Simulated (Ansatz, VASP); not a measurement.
# One calculation of Sn, two programs

INCAR

```
ALGO = Fast
EDIFF = 1E-7
ENCUT = 520
GGA = PS
ISIF = 2
ISMEAR = 0
LASPH = T
LCHARG = F
LREAL = F
LWAVE = F
NBANDS = 13
NELM = 80
PREC = Accurate
SIGMA = 0.15
```

The input KPOINTS:

```
k-points
0
Gamma
  22 22 22
```

Contents of POSCAR:

```
Sn
1.0
   -1.8255851467      1.8255851467      1.8255851467
    1.8255851467     -1.8255851467      1.8255851467
    1.8255851467      1.8255851467     -1.8255851467
Sn
1
Direct
    0.0000000000      0.0000000000      0.0000000000
```

Input for Ansatz:

```yaml
crystal:
  lattice:
    - [-1.8255851467, 1.8255851467, 1.8255851467]
    - [1.8255851467, -1.8255851467, 1.8255851467]
    - [1.8255851467, 1.8255851467, -1.8255851467]
  atoms:
    - { symbol: Sn, position: [0.0, 0.0, 0.0] }
basis:
  ecutwfc: 420
kpoints:
  mp_grid: { grid: [22, 22, 22] }
hamiltonian:
  xc: pbesol
scf:
  occupations: { method: gaussian, width: 0.15 }
output:
  forces: true
  stress: true
  eigenvalues: true
```

Change from the starting cell: strain -0.025 along x and y, -0.025 along z, atoms carried along.

Alike in both runs: task single point; functional PBEsol; k mesh 22 × 22 × 22; occupations gaussian, width 0.15 eV; no spin polarisation.

|  | VASP | Ansatz |
| --- | --- | --- |
| version | VASP 6.6.1 | Ansatz 0.2.0 |
| potentials or method | VASP PAW PBE potentials, release 64 (Sn_d), cutoff 520 eV | scalar-relativistic, plane waves, PAW |
| valence electrons in the cell | 14 | 14 |

```tsv
	VASP	Ansatz	Ansatz less VASP
gap on the k mesh at the Fermi level (eV)	none	none	-
pressure (GPa)	4.6	4.6	+0.03
```

VASP's potentials were made for PBE, not for PBEsol. A gap of «none» marks a metal or a gap that the smearing closes. With one functional, cell and mesh, what is left measures potentials, basis and numerics.
